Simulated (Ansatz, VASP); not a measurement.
One calculation of TiH4, two programs

Contents of INCAR:

```
SYSTEM = TiH4
PREC     = Accurate       ! precision mode
ENCUT    = 600            ! plane-wave cutoff, eV
EDIFF    = 1E-6           ! SCF threshold, eV
ISMEAR   = 0              ! smearing method
SIGMA    = 0.1            ! smearing width, eV
LREAL    = .False.        ! projectors in reciprocal space
LASPH    = .True.         ! aspherical terms in the spheres
NELM     = 100            ! most SCF steps
ALGO     = Normal         ! electronic algorithm
ISIF     = 3              ! what is computed and relaxed
LWAVE    = .False.        ! write WAVECAR
LCHARG   = .False.        ! write CHGCAR
GGA      = PE             ! functional
IBRION   = 2              ! ionic algorithm
NSW      = 100            ! ionic steps
EDIFFG   = -0.01          ! ionic threshold
```

KPOINTS

```
regular mesh
0
Gamma
  12 12 12
  0 0 0
```

POSCAR

```
TiH4
1.0
    1.7420798300     -2.7699219607      0.0000000000
    1.7420798300      2.7699219607      0.0000000000
    0.0000000000      0.0000000000      3.3000335636
Ti H
1 4
Direct
    0.5000000000      0.5000000000      0.5000000000
    0.8418348228      0.1581651772      0.5000000000
    0.2746759148      0.2746759148      0.0000000000
    0.7253240852      0.7253240852      0.0000000000
    0.1581651772      0.8418348228      0.5000000000
```

Input for Ansatz:

```yaml
crystal:
  lattice:
    - [1.74207983, -2.7699219607, 0.0]
    - [1.74207983, 2.7699219607, 0.0]
    - [0.0, 0.0, 3.3000335636]
  atoms:
    - { symbol: Ti, position: [0.5, 0.5, 0.5] }
    - { symbol: H, position: [0.8418348228, 0.1581651772, 0.5] }
    - { symbol: H, position: [0.2746759148, 0.2746759148, 0.0] }
    - { symbol: H, position: [0.7253240852, 0.7253240852, 0.0] }
    - { symbol: H, position: [0.1581651772, 0.8418348228, 0.5] }
basis:
  ecutwfc: 420
kpoints:
  mp_grid: { grid: [12, 12, 12] }
hamiltonian:
  xc: pbe
scf:
  occupations: { method: gaussian, width: 0.1 }
output:
  forces: true
  stress: true
  eigenvalues: true
  write_density: true
  write_potential: true
  elf: true
  volumetric_format: npy
relax:
  adjacent_minimum: "off"
  f_tol: 0.01
  max_steps: 80
  cell: { stress_tol: 0.05 }
```

Change from the starting cell: species swapped into the FeCl4 type (Cmmm, No. 65).

Alike in both runs: task relaxation of cell and atoms; functional PBE; k mesh 12 × 12 × 12; occupations gaussian, width 0.1 eV; no spin polarisation.

|  | VASP | Ansatz |
| --- | --- | --- |
| version | VASP 6.6.1 | Ansatz 0.2.0 |
| potentials or method | VASP PAW PBE potentials, release 64 (Ti_sv, H), cutoff 600 eV | scalar-relativistic, plane waves, PAW |
| valence electrons in the cell | 16 | 16 |

```tsv
	VASP	Ansatz	Ansatz less VASP
gap on the k mesh at the Fermi level, each at its own relaxed structure (eV)	none	none	-
relaxed volume (Å³/atom)	6.38	6.38	+0.003
relaxed cell length with the largest relative difference (Å)	3.343	3.345	+0.0022
```

A gap of «none» marks a metal or a gap that the smearing closes.
